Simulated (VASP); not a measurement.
# Zr (Fm-3m) in VASP: single point with PBE0

Aim: the single point of Zr with PBE0.

Program: VASP 6.6.1. These are calculated values, not measurements. Logs are shortened: lines on timing, memory, paths and dates and some standing lists are left out, and cuts for length are marked.

### 1 The cell of the first run

It takes space group Fm-3m (No. 225, cubic). Conventional cell: a = 4.520 Å, b = 4.520 Å, c = 4.520 Å, α = 90.00°, β = 90.00°, γ = 90.00°. Within 4.2 Å of Zr (site symmetry m-3m) lie 12 Zr at 3.20 Å.

### 2 Single point, PBE0

File POSCAR:

```
Zr
1.0
    0.0000000000      2.2600000000      2.2600000000
    2.2600000000      0.0000000000      2.2600000000
    2.2600000000      2.2600000000      0.0000000000
Zr
1
Direct
    0.0000000000      0.0000000000      0.0000000000
```

File INCAR.step1:

```
SYSTEM = Zr
PREC = Accurate
ENCUT = 400
EDIFF = 1E-5
ISMEAR = -1
SIGMA = 0.5
LREAL = .FALSE.
LASPH = .TRUE.
NELM = 120
ALGO = Normal
ISIF = 2
LWAVE = .TRUE.
LCHARG = .FALSE.
GGA = PE
NBANDS = 12
GGA_COMPAT = .FALSE.
```

File INCAR.step2:

```
SYSTEM = Zr
PREC = Accurate
ENCUT = 400
EDIFF = 1E-6
ISMEAR = -1
SIGMA = 0.5
LREAL = .FALSE.
LASPH = .TRUE.
NELM = 120
ALGO = Normal
ISIF = 2
LWAVE = .FALSE.
LCHARG = .FALSE.
GGA = PE
LHFCALC = .TRUE.
AEXX = 0.25
PRECFOCK = Normal
ISTART = 1
NBANDS = 12
GGA_COMPAT = .FALSE.
```

File KPOINTS:

```
Automatic mesh
0
G
  2 2 2
  0 0 0
```

Potentials or basis: VASP PAW PBE potentials, release 64 (Zr_sv).

Command:

```console
$ cat potpaw_PBE.64/Zr_sv/POTCAR > POTCAR
$ cp INCAR.step1 INCAR
$ mpirun -np 1 vasp_std > vasp.out
$ cp INCAR.step2 INCAR
$ mpirun -np 1 vasp_std > vasp.out
```

OUTCAR:

```text
SYSTEM = Zr
   PREC = Accurate
   ENCUT = 400
   EDIFF = 1E-6
   ISMEAR = -1
   LREAL = .FALSE.
   LASPH = .TRUE.
   NELM = 120
   ISIF = 2
   GGA = PE
   LHFCALC = .TRUE.
   AEXX = 0.25
   PRECFOCK = Normal
   ISTART = 1

 ion  position               nearest neighbor table
   1  0.000  0.000  0.000-

  LATTYP: Found a face centered cubic cell.
 ALAT       =     4.5200000000

  Lattice vectors:

 A1 = (   0.0000000000,   2.2600000000,   2.2600000000)
 A2 = (   2.2600000000,   0.0000000000,   2.2600000000)
 A3 = (   2.2600000000,   2.2600000000,   0.0000000000)

Analysis of symmetry for initial positions (statically):
=====================================================================
 Subroutine PRICEL returns:
 Original cell was already a primitive cell.

 Routine SETGRP: Setting up the symmetry group for a
 face centered cubic supercell.

 Subroutine GETGRP returns: Found 48 space group operations
 (whereof 48 operations were pure point group operations)
 out of a pool of 48 trial point group operations.

The static configuration has the point symmetry O_h .

Analysis of symmetry for dynamics (positions and initial velocities):
=====================================================================
 Subroutine PRICEL returns:
 Original cell was already a primitive cell.

 Routine SETGRP: Setting up the symmetry group for a
 face centered cubic supercell.

 Subroutine GETGRP returns: Found 48 space group operations
 (whereof 48 operations were pure point group operations)
 out of a pool of 48 trial point group operations.

The dynamic configuration has the point symmetry O_h .

 Subroutine INISYM returns: Found 48 space group operations
 (whereof 48 operations are pure point group operations),
 and found     1 'primitive' translations

----------------------------------------------------------------------------------------

                                     Primitive cell

  volume of cell :      23.0864

  direct lattice vectors                    reciprocal lattice vectors
     0.000000000  2.260000000  2.260000000    -0.221238938  0.221238938  0.221238938
     2.260000000  0.000000000  2.260000000     0.221238938 -0.221238938  0.221238938
     2.260000000  2.260000000  0.000000000     0.221238938  0.221238938 -0.221238938

  length of vectors
     3.196122651  3.196122651  3.196122651     0.383197081  0.383197081  0.383197081

  position of ions in fractional coordinates (direct lattice)
     0.000000000  0.000000000  0.000000000

  ion indices of the primitive-cell ions
   primitive index   ion index
                 1           1

----------------------------------------------------------------------------------------

 KPOINTS: Automatic mesh

Automatic generation of k-mesh.
 Grid dimensions read from file:
 generate k-points for:    2    2    2

 Generating k-lattice:

  Cartesian coordinates                     Fractional coordinates (reciprocal lattice)
    -0.110619469  0.110619469  0.110619469     0.500000000  0.000000000  0.000000000
     0.110619469 -0.110619469  0.110619469     0.000000000  0.500000000  0.000000000
     0.110619469  0.110619469 -0.110619469     0.000000000  0.000000000  0.500000000

  Length of vectors
     0.191598541  0.191598541  0.191598541

  Shift w.r.t. Gamma in fractional coordinates (k-lattice)
     0.000000000  0.000000000  0.000000000

 Subroutine IBZKPT returns following result:
 ===========================================

 Found      3 irreducible k-points:

 Following reciprocal coordinates:
            Coordinates               Weight
  0.000000  0.000000  0.000000      1.000000
  0.500000  0.000000  0.000000      4.000000
  0.500000  0.500000  0.000000      3.000000
   k-points           NKPTS =      3   k-points in BZ     NKDIM =      8   number of bands    NBANDS=     12
   number of dos      NEDOS =    301   number of ions     NIONS =      1
   total plane-waves  NPLWV =  13824
   dimension x,y,z NGX =    24 NGY =   24 NGZ =   24
   dimension x,y,z NGXF=    48 NGYF=   48 NGZF=   48
   ions per type =               1
   NGX,Y,Z   is equivalent  to a cutoff of  12.48, 12.48, 12.48 a.u.
   NGXF,Y,Z  is equivalent  to a cutoff of  24.97, 24.97, 24.97 a.u.
 SYSTEM =  Zr
   PREC   = accura    normal or accurate (medium, high low for compatibility)
   ISTART =      1    job   : 0-new  1-cont  2-samecut
   ICHARG =      0    charge: 1-file 2-atom 10-const
   ISPIN  =      1    spin polarized calculation?
   LNONCOLLINEAR =      F non collinear calculations
   LSORBIT =      F    spin-orbit coupling
   LASPH  =      T    aspherical Exc in radial PAW
   ENCUT  =  400.0 eV  29.40 Ry    5.42 a.u.   5.21  5.21  5.21*2*pi/ulx,y,z
   NELM   =    120;   NELMIN=  2; NELMDL=  0     # of ELM steps
   EDIFF  = 0.1E-05   stopping-criterion for ELM
   LREAL  =      F    real-space projection
   EDIFFG = 0.1E-04   stopping-criterion for IOM
   NSW    =      0    number of steps for IOM
   IBRION =     -1    ionic relax: 0-MD 1-quasi-New 2-CG
   NFREE  =      0    steps in history (QN), initial steepest desc. (CG)
   ISIF   =      2    stress and relaxation
   ISYM   =      3    0-nonsym 1-usesym 2-fastsym
   POTIM  = 0.5000    time-step for ionic-motion
   TEBEG  =    0.0;   TEEND  =   0.0 temperature during run
   PSTRESS=    0.0 pullay stress
   NELECT =      12.0000    total number of electrons
   NUPDOWN=      -1.0000    fix difference up-down
   EMIN   =  10.00;   EMAX   =-10.00  energy-range for DOS
   EFERMI =   0.00;   METHOD = LEGACY
   ISMEAR =    -1;   SIGMA  =   0.50  broadening in eV -4-tet -1-fermi 0-gaus
   EFERMI_NEDOS =   21; number of points for ismear=-14 and -15
   IALGO  =     38    algorithm
   IMIX   =      1    mixing-type and parameters
     AMIX     =   0.40;   BMIX     =  1.00
     AMIX_MAG =   1.60;   BMIX_MAG =  1.00
  volume/ion in A,a.u.               =      23.09       155.79
  Fermi-wavevector in a.u.,A,eV,Ry     =   1.316286  2.487419 23.573561  1.732608
  Thomas-Fermi vector in A             =   2.446408
   LORBIT       =      0    0 simple, 1 ext, 2 COOP (PROOUT), +10 PAW based schemes
   GGA     = PE    functional components
   LHFCALC =     T    Hartree Fock is set to
   PRECFOCK=normal    Normal, Fast or Accurate (Low or Medium for compatibility)
   ENCUT4O =  -1.0   cutoff for four orbital integrals eV
   NKREDX  =     1    reduce k-point grid by
   NKREDY  =     1    reduce k-point grid by
   NKREDZ  =     1    reduce k-point grid by
   AEXX    =    0.2500 exact exchange contribution
   HFSCREEN=    0.0000 screening length (either q_TF or 0.3 A-1)
   HFSCREENC=   0.0000 screening length for correlation (either q_TF or 0.3 A-1)
   ENCUTFOCK=  -1.0 apply spherical cutoff to Coloumb kernel
   IVDW    =     0    specifies the selected vdW correction
   LEPSILON=     F    determine dielectric tensor
   LRPA    =     F    only Hartree local field effects (RPA)
 non-spin polarized calculation
  energy-cutoff  :      400.00
  volume of cell :       23.09
 maximum number of plane-waves:       444
 NGX is ok and might be reduce to    24
  NGX = 16; NGY = 16; NGZ = 16

 number of electron      12.0000000 magnetization

 Free energy of the ion-electron system (eV)
  ---------------------------------------------------
  ext. energy  EPLUGINS =         0.00000000
  ---------------------------------------------------
  free energy    TOTEN  =       -12.24474902 eV

  energy without entropy =      -11.07338408  energy(sigma->0) =      -11.65906655

 E-fermi :   9.9585     XC(G=0):  -8.7407

 val. band max:        5.8955707279   @ k =   0.5000   0.5000   0.0000
 cond. band min:      10.1359101227   @ k =   0.5000   0.0000   0.0000
 fundamental gap:      4.2403393947
 Fermi energy:         9.9585382863

 k-point     1 :       0.0000    0.0000    0.0000
  band No.  band energies     occupation
      1     -43.5589      2.00000
      2     -19.6410      2.00000
      3     -19.6410      2.00000
      4     -19.6410      2.00000
      5       2.1235      2.00000
      6      10.7432      0.34462
      7      10.7432      0.34462
      8      10.7432      0.34462
      9      13.7191      0.00108
     10      13.7191      0.00108
     11      20.5867      0.00000
     12      24.9527      0.00000

 k-point     2 :       0.5000    0.0000    0.0000
  band No.  band energies     occupation
      1     -43.3867      2.00000
      2     -20.7918      2.00000
      3     -19.7738      2.00000
      4     -19.7738      2.00000
      5       5.0547      1.99989
      6      10.1359      0.82447
      7      10.2613      0.70618
      8      10.2613      0.70618
      9      15.6570      0.00002
     10      15.6570      0.00002
     11      20.1373      0.00000
     12      20.3299      0.00000

 k-point     3 :       0.5000    0.5000    0.0000
  band No.  band energies     occupation
      1     -43.3316      2.00000
      2     -20.7089      2.00000
      3     -20.0258      2.00000
      4     -20.0258      2.00000
      5       5.0119      1.99990
      6       5.8956      1.99941
      7      12.8377      0.00629
      8      15.6895      0.00002
      9      16.2034      0.00001
     10      16.2034      0.00001
     11      19.9744      0.00000
     12      19.9744      0.00000

------------------------ aborting loop because EDIFF is reached ----------------------------------------

  FORCE on cell =-STRESS in cart. coord.  units (eV):
  Direction    XX          YY          ZZ          XY          YZ          ZX
  --------------------------------------------------------------------------------------
  -------------------------------------------------------------------------------------
  Total       -2.1654543     -2.1654543     -2.1654543      0.0000000     -0.0000000      0.0000000
  in kB     -150.2810770   -150.2810770   -150.2810770      0.0000000     -0.0000000      0.0000000
  external PRESSURE =    -150.2810770 kB  Pullay stress =       0.0000000 kB

 VOLUME and BASIS-vectors are now :
 -----------------------------------------------------------------------------
  energy-cutoff  :      400.00
  volume of cell :       23.09
      direct lattice vectors                 reciprocal lattice vectors
     0.000000000  2.260000000  2.260000000    -0.221238938  0.221238938  0.221238938
     2.260000000  0.000000000  2.260000000     0.221238938 -0.221238938  0.221238938
     2.260000000  2.260000000  0.000000000     0.221238938  0.221238938 -0.221238938

 POSITION                                       TOTAL-FORCE (eV/Angst)
 -----------------------------------------------------------------------------------
      0.00000      0.00000      0.00000         0.000000      0.000000      0.000000
 -----------------------------------------------------------------------------------
    total drift:                               -0.000001     -0.000001      0.000003

  FREE ENERGIE OF THE ION-ELECTRON SYSTEM (eV)
  ---------------------------------------------------
  free  energy   TOTEN  =       -12.2447490213 eV

  energy  without entropy=      -11.0733840768  energy(sigma->0) =      -11.65906655
```

Run time: 10 s. Hardware: 1 thread of AMD EPYC 9R14 (Zen 4), shared host; peak memory 0.11 GiB.

Results:

| Quantity | Value |
| --- | --- |
| Free energy | -12.2447 eV |
| Pressure | -15.0 GPa |
| Band gap on the k mesh | zero (band 6 reaches 10.74 eV, above the bottom of band 7 at 10.26 eV) |

Caveat: the k points lie up to 1.20 Å⁻¹ apart; the PAW data sets were made with another functional, which shifts forces and pressure a little.
